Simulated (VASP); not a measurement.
# ZnCd2Se3 (P3m1) in VASP: a series of runs

Runs on ZnCd2Se3. Level: PBE. Tasks: single point, relaxation of cell and atoms.

Program: VASP 6.6.1. These are calculated values, not measurements. Logs are shortened: lines on timing, memory, paths and dates and some standing lists are left out, and cuts for length are marked.

**1. The cell of the first run**

The structure is trigonal, space group P3m1 (No. 156). Conventional cell: a = 4.268 Å, b = 4.268 Å, c = 10.519 Å, α = 90.00°, β = 90.00°, γ = 120.00°. Within 3.3 Å of Zn (site symmetry 3m) lie 4 Se at 2.48 to 2.57 Å. Within 3.5 Å of Cd (site symmetry 3m) lie 4 Se at 2.65 to 2.68 Å. Within 3.5 Å of Cd (site symmetry 3m) lie 4 Se at 2.65 to 2.67 Å. Se (site symmetry 3m) has 3 Zn at 2.57 Å and 1 Cd at 2.68 Å within 3.4 Å. Se (site symmetry 3m) has 1 Zn at 2.48 Å and 3 Cd at 2.65 Å within 3.3 Å. Within 3.5 Å of Se (site symmetry 3m) lie 4 Cd at 2.65 to 2.67 Å.

**2. Single point, PBE**

The input, INCAR:

```
PREC = Accurate
ENCUT = 520
EDIFF = 1E-6
ISMEAR = 0
SIGMA = 0.1
LREAL = False
LASPH = True
NELM = 80
ALGO = Normal
ISIF = 2
LWAVE = False
LCHARG = True
GGA = PE
LELF = True
LVHAR = True
NBANDS = 36
```

The input, KPOINTS:

```
Automatic mesh
0
Gamma
  6 6 2
```

The input, POSCAR:

```
ZnCd2Se3
1.0
    4.2677197724     -0.0000000030      0.0000000000
   -2.1338598836      3.6959537406      0.0000000000
    0.0000000000      0.0000000000     10.5188952057
Zn Cd Se
1 2 3
Direct
    0.6666666667      0.3333333333      0.6674218531
    0.0000000000      0.0000000000     -0.0089829372
    0.3333333333      0.6666666667      0.3388367889
    0.0000000000      0.0000000000      0.7362352966
    0.6666666667      0.3333333333      0.4315449822
    0.3333333333      0.6666666667      0.0849440164
```

Potentials or basis: VASP PAW PBE potentials, release 64 (Zn, Cd, Se).

Launch:

```
$ cat potpaw_PBE.64/Zn/POTCAR potpaw_PBE.64/Cd/POTCAR potpaw_PBE.64/Se/POTCAR > POTCAR
$ mpirun -np 1 vasp_std > vasp.out
```

OUTCAR:

```text
PREC = Accurate
   ENCUT = 520
   EDIFF = 1E-6
   ISMEAR = 0
   LREAL = False
   LASPH = True
   NELM = 80
   ISIF = 2
   GGA = PE

 ion  position               nearest neighbor table
   1  0.667  0.333  0.667-   5 2.48   4 2.57   4 2.57   4 2.57
   2  0.000  0.000  0.991-   6 2.65   6 2.65   6 2.65   4 2.68
   3  0.333  0.667  0.339-   5 2.65   5 2.65   5 2.65   6 2.67
   4  0.000  0.000  0.736-   1 2.57   1 2.57   1 2.57   2 2.68
   5  0.667  0.333  0.432-   1 2.48   3 2.65   3 2.65   3 2.65
   6  0.333  0.667  0.085-   2 2.65   2 2.65   2 2.65   3 2.67

  LATTYP: Found a hexagonal cell.
 ALAT       =     4.2677197724
 C/A-ratio  =     2.4647577083

  Lattice vectors:

 A1 = (   4.2677197724,  -0.0000000030,   0.0000000000)
 A2 = (  -2.1338598836,   3.6959537406,   0.0000000000)
 A3 = (   0.0000000000,   0.0000000000,  10.5188952057)

Analysis of symmetry for initial positions (statically):
=====================================================================
 Subroutine PRICEL returns:
 Original cell was already a primitive cell.

 Routine SETGRP: Setting up the symmetry group for a
 hexagonal supercell.

 Subroutine GETGRP returns: Found  6 space group operations
 (whereof  6 operations were pure point group operations)
 out of a pool of 24 trial point group operations.

The static configuration has the point symmetry C_3v.

Analysis of symmetry for dynamics (positions and initial velocities):
=====================================================================
 Subroutine PRICEL returns:
 Original cell was already a primitive cell.

 Routine SETGRP: Setting up the symmetry group for a
 hexagonal supercell.

 Subroutine GETGRP returns: Found  6 space group operations
 (whereof  6 operations were pure point group operations)
 out of a pool of 24 trial point group operations.

The dynamic configuration has the point symmetry C_3v.

 Subroutine INISYM returns: Found  6 space group operations
 (whereof  6 operations are pure point group operations),
 and found     1 'primitive' translations

----------------------------------------------------------------------------------------

                                     Primitive cell

  volume of cell :     165.9176

  direct lattice vectors                    reciprocal lattice vectors
     4.267719772 -0.000000003  0.000000000     0.234317166  0.135283078  0.000000000
    -2.133859884  3.695953741  0.000000000     0.000000000  0.270566157  0.000000000
     0.000000000  0.000000000 10.518895206     0.000000000  0.000000000  0.095067018

  length of vectors
     4.267719772  4.267719772 10.518895206     0.270566157  0.270566157  0.095067018

  position of ions in fractional coordinates (direct lattice)
     0.666666667  0.333333333  0.667421853
     0.000000000  0.000000000  0.991017063
     0.333333333  0.666666667  0.338836789
     0.000000000  0.000000000  0.736235297
     0.666666667  0.333333333  0.431544982
     0.333333333  0.666666667  0.084944016

  ion indices of the primitive-cell ions
   primitive index   ion index
                 1           1
                 2           2
                 3           3
                 4           4
                 5           5
                 6           6

----------------------------------------------------------------------------------------

 KPOINTS: Automatic mesh

Automatic generation of k-mesh.
 Grid dimensions read from file:
 generate k-points for:    6    6    2

 Generating k-lattice:

  Cartesian coordinates                     Fractional coordinates (reciprocal lattice)
     0.039052861  0.022547180  0.000000000     0.166666667  0.000000000  0.000000000
     0.000000000  0.045094360  0.000000000     0.000000000  0.166666667  0.000000000
     0.000000000  0.000000000  0.047533509     0.000000000  0.000000000  0.500000000

  Length of vectors
     0.045094360  0.045094360  0.047533509

  Shift w.r.t. Gamma in fractional coordinates (k-lattice)
     0.000000000  0.000000000  0.000000000

 Subroutine IBZKPT returns following result:
 ===========================================

 Found     14 irreducible k-points:

 Following reciprocal coordinates:
            Coordinates               Weight
  0.000000  0.000000  0.000000      1.000000
  0.166667  0.000000  0.000000      6.000000
  0.333333 -0.000000  0.000000      6.000000
  0.500000  0.000000  0.000000      3.000000
  0.166667  0.166667  0.000000      6.000000
  0.333333  0.166667  0.000000     12.000000
  0.333333  0.333333  0.000000      2.000000
  0.000000  0.000000  0.500000      1.000000
  0.166667  0.000000  0.500000      6.000000
  0.333333 -0.000000  0.500000      6.000000
  0.500000  0.000000  0.500000      3.000000
  0.166667  0.166667  0.500000      6.000000
  0.333333  0.166667  0.500000     12.000000
  0.333333  0.333333  0.500000      2.000000
   k-points           NKPTS =     14   k-points in BZ     NKDIM =     14   number of bands    NBANDS=     36
[... 54 lines left out ...]
   NGX = 15   NGY = 15   NGZ = 39

 number of electron      54.0000001 magnetization

 Free energy of the ion-electron system (eV)
  ---------------------------------------------------
  ext. energy  EPLUGINS =         0.00000000
  ---------------------------------------------------
  free energy    TOTEN  =       -16.89018697 eV

  energy without entropy =      -16.89018567  energy(sigma->0) =      -16.89018632

 E-fermi :   1.0898     XC(G=0):  -8.7995

 val. band max:        0.8110974481   @ k =   0.0000   0.0000   0.0000
 cond. band min:       1.3564252495   @ k =   0.0000   0.0000   0.0000
 fundamental gap:      0.5453278014
 Fermi energy:         1.0897565971

 k-point     1 :       0.0000    0.0000    0.0000
  band No.  band energies     occupation
      1     -11.7869      2.00000
      2     -11.4318      2.00000
      3     -11.3774      2.00000
      4      -7.0229      2.00000
      5      -7.0229      2.00000
      6      -6.9756      2.00000
[... 28 lines left out ...]
     35       7.1648      0.00000
     36       7.1648      0.00000

 k-point     2 :       0.1667    0.0000    0.0000
  band No.  band energies     occupation
      1     -11.6895      2.00000
      2     -11.3741      2.00000
      3     -11.3255      2.00000
      4      -6.9934      2.00000
      5      -6.9720      2.00000
      6      -6.9569      2.00000
[... 28 lines left out ...]
     35       6.9935      0.00000
     36       7.1589      0.00000

 k-point     3 :       0.3333   -0.0000    0.0000
  band No.  band energies     occupation
      1     -11.4695      2.00000
      2     -11.2687      2.00000
      3     -11.2232      2.00000
      4      -6.9446      2.00000
      5      -6.9407      2.00000
      6      -6.8765      2.00000
[... 28 lines left out ...]
     35       7.6365      0.00000
     36       7.7658      0.00000

 k-point     4 :       0.5000    0.0000    0.0000
  band No.  band energies     occupation
      1     -11.3235      2.00000
      2     -11.2481      2.00000
      3     -11.1686      2.00000
      4      -6.9297      2.00000
      5      -6.9273      2.00000
      6      -6.8519      2.00000
[... 28 lines left out ...]
     35       7.9103      0.00000
     36       7.9255      0.00000

 k-point     5 :       0.1667    0.1667    0.0000
  band No.  band energies     occupation
      1     -11.5300      2.00000
      2     -11.2889      2.00000
      3     -11.2519      2.00000
      4      -6.9591      2.00000
      5      -6.9334      2.00000
      6      -6.9116      2.00000
[... 265 lines left out ...]
 k-point    12 :       0.1667    0.1667    0.5000
  band No.  band energies     occupation
      1     -11.5030      2.00000
      2     -11.3682      2.00000
      3     -11.1998      2.00000
      4      -6.9624      2.00000
      5      -6.9354      2.00000
      6      -6.9111      2.00000
[... 28 lines left out ...]
     35       7.4600      0.00000
     36       7.6774      0.00000

 k-point    13 :       0.3333    0.1667    0.5000
  band No.  band energies     occupation
      1     -11.3295      2.00000
      2     -11.2411      2.00000
      3     -11.1725      2.00000
      4      -6.9307      2.00000
      5      -6.9073      2.00000
      6      -6.8890      2.00000
[... 28 lines left out ...]
     35       7.6569      0.00000
     36       7.7930      0.00000

 k-point    14 :       0.3333    0.3333    0.5000
  band No.  band energies     occupation
      1     -11.2500      2.00000
      2     -11.1932      2.00000
      3     -11.1912      2.00000
      4      -6.9172      2.00000
      5      -6.9097      2.00000
      6      -6.8815      2.00000
[... 28 lines left out ...]
     35       7.4173      0.00000
     36       7.6848      0.00000

------------------------ aborting loop because EDIFF is reached ----------------------------------------

  FORCE on cell =-STRESS in cart. coord.  units (eV):
  Direction    XX          YY          ZZ          XY          YZ          ZX
  --------------------------------------------------------------------------------------
  -------------------------------------------------------------------------------------
  Total        0.2312489      0.2312489      0.1445692      0.0000000     -0.0000000      0.0000000
  in kB        2.2330461      2.2330461      1.3960271      0.0000000     -0.0000000      0.0000000
  external PRESSURE =       1.9540398 kB  Pullay stress =       0.0000000 kB

 VOLUME and BASIS-vectors are now :
 -----------------------------------------------------------------------------
  energy-cutoff  :      520.00
  volume of cell :      165.92
      direct lattice vectors                 reciprocal lattice vectors
     4.267719772 -0.000000003  0.000000000     0.234317166  0.135283078  0.000000000
    -2.133859884  3.695953741  0.000000000     0.000000000  0.270566157  0.000000000
     0.000000000  0.000000000 10.518895206     0.000000000  0.000000000  0.095067018

 POSITION                                       TOTAL-FORCE (eV/Angst)
 -----------------------------------------------------------------------------------
      2.13386      1.23198      7.02054        -0.000000     -0.000000     -0.010274
      0.00000      0.00000     10.42440         0.000000      0.000000     -0.020837
      0.00000      2.46397      3.56419         0.000000      0.000000     -0.020827
      0.00000      0.00000      7.74438         0.000000      0.000000     -0.004938
      2.13386      1.23198      4.53938         0.000000      0.000000      0.037149
      0.00000      2.46397      0.89352         0.000000      0.000000      0.019727
 -----------------------------------------------------------------------------------
    total drift:                                0.000001     -0.000000      0.000028

  FREE ENERGIE OF THE ION-ELECTRON SYSTEM (eV)
  ---------------------------------------------------
  free  energy   TOTEN  =       -16.8901869741 eV

  energy  without entropy=      -16.8901856697  energy(sigma->0) =      -16.89018632
```

Run time: 60 s. Hardware: 1 thread of Intel Xeon Platinum 8488C (Sapphire Rapids), shared host; peak memory 0.31 GiB.

What came out:

```yaml
Free_energy: -16.8902 eV
Pressure: 0.2 GPa
Largest_force: 0.037 eV/Å
Band_gap_on_the_k_mesh: 0.55 eV, direct
```

Forces on the atoms (eV/Å):
```
Zn   0.000  0.000 -0.010
Cd   0.000  0.000 -0.021
Cd   0.000  0.000 -0.021
Se   0.000  0.000 -0.005
Se   0.000  0.000  0.037
Se   0.000  0.000  0.020
```

Expect the measured gap to be larger: semilocal functionals such as PBE lack the derivative discontinuity.

**3. Relaxation of cell and atoms, PBE**

This run uses another cell than the first one, of 24.57 Å³/atom, 0.889 times its volume.

The input, INCAR:

```
PREC     = Accurate       # precision mode
ENCUT    = 600            # plane-wave cutoff, eV
EDIFF    = 1E-6           # SCF threshold, eV
ISMEAR   = 0              # smearing method
SIGMA    = 0.1            # smearing width, eV
LREAL    = F              # projectors in reciprocal space
LASPH    = T              # aspherical terms in the spheres
NELM     = 80             # most SCF steps
ALGO     = Normal         # electronic algorithm
ISIF     = 3              # what is computed and relaxed
LWAVE    = F              # write WAVECAR
LCHARG   = F              # write CHGCAR
GGA      = PE             # functional
IBRION   = 2              # ionic algorithm
NSW      = 90             # ionic steps
EDIFFG   = -0.04          # ionic threshold
```

The input, KPOINTS:

```
regular mesh
0
Gamma
  6 6 2
```

The input, POSCAR:

```
ZnCd2Se3
1.0
    4.1113884500      0.0000000000      0.0000000000
   -2.0556942200      3.5605668400      0.0000000000
    0.0000000000      0.0000000000     10.0708038300
Zn Cd Se
1 2 3
Direct
    0.6666666700      0.3333333300      0.6666666700
    0.0000000000      0.0000000000      0.0000000000
    0.3333333300      0.6666666700      0.3333333300
    0.0000000000      0.0000000000      0.7500000000
    0.6666666700      0.3333333300      0.4166666700
    0.3333333300      0.6666666700      0.0833333300
```

Potentials or basis: VASP PAW PBE potentials, release 64 (Zn, Cd, Se).

Launch:

```
$ cat potpaw_PBE.64/Zn/POTCAR potpaw_PBE.64/Cd/POTCAR potpaw_PBE.64/Se/POTCAR > POTCAR
$ mpirun -np 1 vasp_std > vasp.out
```

Run time: 6.3 min. Hardware: 1 thread of Intel Xeon Platinum 8488C (Sapphire Rapids), shared host; peak memory 0.37 GiB.

Results (log left out):

| Quantity | Value |
| --- | --- |
| Free energy | -16.8857 eV |
| Relaxed volume | 27.67 Å³/atom |
| Relaxed cell | a = 4.271 Å, b = 4.271 Å, c = 10.508 Å, α = 90.00°, β = 90.00°, γ = 120.00° |
| Space group after relaxing (to 0.05 Å) | P3m1 (No. 156) |
| Energy gained by relaxing | 106.3 meV/atom |
| Ionic steps | 9 |
| Pressure after relaxing | 0.1 GPa |
| Largest force after relaxing | 0.037 eV/Å |
| Band gap on the k mesh | 0.54 eV, direct |

Forces on the atoms (eV/Å):
```
Zn   0.000  0.000 -0.016
Cd   0.000  0.000  0.013
Cd   0.000  0.000 -0.037
Se   0.000  0.000  0.002
Se   0.000  0.000  0.027
Se   0.000  0.000  0.011
```

The path:
| step | energy change (eV) | largest force (eV/Å) | pressure (GPa) | volume (Å³) |
| --- | --- | --- | --- | --- |
| 1 | 0.0000 | 1.3433 | 8.55 | 147.43 |
| 2 | -0.5040 | 0.3829 | -2.38 | 177.22 |
| 3 | -0.5628 | 0.5808 | -0.33 | 168.76 |
| 4 | -0.5913 | 0.4079 | -0.19 | 167.98 |
| 5 | -0.6208 | 0.3296 | 0.32 | 165.76 |
| 6 | -0.6217 | 0.3180 | 0.22 | 166.12 |
| 7 | -0.6334 | 0.2031 | -0.10 | 167.01 |
| 8 | -0.6355 | 0.1254 | -0.29 | 167.57 |
| 9 | -0.6376 | 0.0372 | 0.14 | 166.02 |

Final structure:
```
Zn Cd Se
1.0
     4.27122    0.00000    0.00000
    -2.13561    3.69898    0.00000
     0.00000    0.00000   10.50840
Zn Cd Se
1 2 3
Direct
  0.66667 0.33333 0.66763
  0.00000 0.00000 0.99055
  0.33333 0.66667 0.33932
  0.00000 0.00000 0.73582
  0.66667 0.33333 0.43171
  0.33333 0.66667 0.08496
```

Levels at points of the mesh, in eV from the valence-band top:
| k point | band 23 | band 24 | band 25 | band 26 | band 27 | band 28 | band 29 | band 30 | band 31 | band 32 |
| --- | --- | --- | --- | --- | --- | --- | --- | --- | --- | --- |
| (0.00, 0.00, 0.00) | -0.45 | -0.45 | -0.12 | 0.00 | 0.00 | 0.54 | 2.10 | 2.66 | 5.70 | 5.70 |
| (0.50, 0.00, 0.00) | -1.84 | -1.66 | -1.56 | -1.09 | -0.93 | 2.92 | 3.27 | 3.36 | 3.62 | 5.51 |
| (0.00, 0.00, 0.50) | -0.88 | -0.28 | -0.28 | -0.13 | -0.13 | 1.59 | 2.04 | 2.46 | 5.29 | 5.93 |
| (0.50, 0.00, 0.50) | -2.12 | -1.80 | -1.41 | -0.80 | -0.70 | 2.26 | 3.27 | 3.79 | 4.26 | 4.45 |

PBE gaps usually lie below the measured ones, often by a third to a half.

**4. Single point, PBE**

The input, INCAR:

```
PREC = Accurate
ENCUT = 520
EDIFF = 1E-7
ISMEAR = 0
SIGMA = 0.02
LREAL = F
LASPH = T
NELM = 80
ALGO = Normal
ISIF = 2
LWAVE = F
LCHARG = T
GGA = PE
LELF = T
LVHAR = T
NBANDS = 36
```

The input, KPOINTS:

```
Automatic mesh
0
Gamma
  12 12 4
```

The input, POSCAR:

```
ZnCd2Se3
1.0
    4.2647078036      0.0000000000      0.0000000000
   -2.1323539018      3.6933452976      0.0000000000
    0.0000000000      0.0000000000     10.5205653365
Zn Cd Se
1 2 3
Direct
    0.6666666667      0.3333333333      0.6674029004
    0.0000000000      0.0000000000      0.9907317194
    0.3333333333      0.6666666667      0.3386085783
    0.0000000000      0.0000000000      0.7363559554
    0.6666666667      0.3333333333      0.4317986594
    0.3333333333      0.6666666667      0.0851021871
```

Launch:

```
$ cat potpaw_PBE.64/Zn/POTCAR potpaw_PBE.64/Cd/POTCAR potpaw_PBE.64/Se/POTCAR > POTCAR
$ mpirun -np 1 vasp_std > vasp.out
```

Run time: 4.2 min. Hardware: 1 thread of Intel Xeon Platinum 8488C (Sapphire Rapids), shared host; peak memory 0.53 GiB.

Results (log left out):

```
Free energy            : -16.9005 eV
Pressure               : 0.2 GPa
Largest force          : 0.022 eV/Å
Band gap on the k mesh : 0.55 eV, direct
```

Forces in eV/Å, atoms in the order of the input:
```
Zn   0.000  0.000 -0.003
Cd   0.000  0.000 -0.002
Cd   0.000  0.000 -0.004
Se   0.000  0.000 -0.015
Se   0.000  0.000  0.022
Se   0.000  0.000  0.003
```

Levels at points of the mesh, in eV from the valence-band top:
| k point | band 25 | band 26 | band 27 | band 28 | band 29 | band 30 |
| --- | --- | --- | --- | --- | --- | --- |
| (0.00, 0.00, 0.00) | -0.13 | 0.00 | 0.00 | 0.55 | 2.12 | 2.67 |
| (0.50, 0.00, 0.00) | -1.58 | -1.10 | -0.93 | 2.93 | 3.25 | 3.35 |
| (0.00, 0.00, 0.50) | -0.28 | -0.13 | -0.13 | 1.61 | 2.04 | 2.48 |
| (0.50, 0.00, 0.50) | -1.42 | -0.81 | -0.71 | 2.25 | 3.29 | 3.79 |

A hybrid or GW would open this gap; PBE tends to underestimate it.

**5. The runs side by side**

| task | cell | k mesh | cutoff (eV) | smearing | gap on the mesh (eV) | pressure (GPa) | largest force (eV/Å) |
| --- | --- | --- | --- | --- | --- | --- | --- |
| single point | a = 4.268, b = 4.268, c = 10.519 Å, angles 90.0, 90.0, 120.0°, 6 atoms | 6 × 6 × 2 | 520 | gaussian 0.1 eV | 0.55 | 0.2 | 0.04 |
| relaxation of cell and atoms | relaxed from a = 4.111, b = 4.111, c = 10.071 Å, angles 90.0, 90.0, 120.0°, 6 atoms | 6 × 6 × 2 | 600 | gaussian 0.1 eV | 0.54 | 0.1 | 0.04 |
| single point | a = 4.265, b = 4.265, c = 10.521 Å, angles 90.0, 90.0, 120.0°, 6 atoms | 12 × 12 × 4 | 520 | gaussian 0.02 eV | 0.55 | 0.2 | 0.02 |

Alike in all rows: level PBE; potentials or basis VASP PAW PBE potentials, release 64 (Zn, Cd, Se); no spin polarisation.

Total energies depend on the potentials used, so only differences within one code and one set of settings carry meaning.
